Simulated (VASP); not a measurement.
A run of VASP 6.6.1 is set up as follows.

Contents of POSCAR:

```
CsCl
1.0
    4.1735000000      0.0000000000      0.0000000000
    0.0000000000      4.1735000000      0.0000000000
    0.0000000000      0.0000000000      4.1735000000
Cs Cl
1 1
Direct
    0.0000000000      0.0000000000      0.0000000000
    0.5000000000      0.5000000000      0.5000000000
```

INCAR.step1

```
ALGO = Normal
EDIFF = 1E-5
ENCUT = 550
GGA = PE
GGA_COMPAT = F
ISMEAR = 1
LASPH = T
LCHARG = F
LREAL = F
LWAVE = T
NBANDS = 15
NELM = 120
PREC = Accurate
SIGMA = 0.0215
```

The input INCAR.step2:

```
ALGO = Normal
EDIFF = 1E-6
ENCUT = 550
GGA_COMPAT = F
ISIF = 2
ISMEAR = 1
ISTART = 1
LASPH = T
LCHARG = F
LMIXTAU = T
LREAL = F
LWAVE = F
METAGGA = R2SCAN
NBANDS = 15
NELM = 120
PREC = Accurate
SIGMA = 0.0215
```

The input KPOINTS:

```
k-points
0
Gamma
  6 6 6
```

Potentials or basis: VASP PAW PBE potentials, release 64 (Cs_sv, Cl).

Run with:

```console
$ cat potpaw_PBE.64/Cs_sv/POTCAR potpaw_PBE.64/Cl/POTCAR > POTCAR
$ cp INCAR.step1 INCAR
$ mpirun -np 1 vasp_std > vasp.out
$ cp INCAR.step2 INCAR
$ mpirun -np 1 vasp_std > vasp.out
```

(1) What does it give for the pressure?

(2) Predict the band gap on the k mesh.

## Answers

(1) -0.4 GPa.

(2) 5.88 eV, direct.

Caveat: the PAW data sets were made with another functional, which shifts forces and pressure a little; spin-orbit coupling is left out, which moves the levels of the heavy elements.
